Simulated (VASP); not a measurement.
Here is a VASP 6.6.1 calculation.

INCAR

```
PREC     = Accurate       # precision mode
ENCUT    = 520            # plane-wave cutoff, eV
EDIFF    = 1E-7           # SCF threshold, eV
ISMEAR   = -1             # smearing method
SIGMA    = 0.02           # smearing width, eV
LREAL    = False          # projectors in reciprocal space
LASPH    = True           # aspherical terms in the spheres
NELM     = 100            # most SCF steps
ALGO     = Normal         # electronic algorithm
ISIF     = 2              # what is computed and relaxed
LWAVE    = False          # write WAVECAR
LCHARG   = False          # write CHGCAR
GGA      = PE             # functional
NBANDS   = 16             # bands
```

KPOINTS

```
regular mesh
0
Gamma
  6 6 6
```

Contents of POSCAR:

```
InAs
1.0
    0.0000000000      3.0545904669      3.0545904669
    3.0545904669      0.0000000000      3.0545904669
    3.0545904669      3.0545904669      0.0000000000
In As
1 1
Direct
    0.0000000000      0.0000000000      0.0000000000
    0.2500000000      0.2500000000      0.2500000000
```

Potentials or basis: VASP PAW PBE potentials, release 64 (In_d, As).

Launch:

```console
$ cat potpaw_PBE.64/In_d/POTCAR potpaw_PBE.64/As/POTCAR > POTCAR
$ mpirun -np 1 vasp_std > vasp.out
```

Task: Predict the band gap on the k mesh.

Result: Zero (filled and empty bands touch).

Task: Estimate the pressure.

Result: 2.1 GPa.

Caveat: spin-orbit coupling is left out, which moves the levels of the heavy elements.
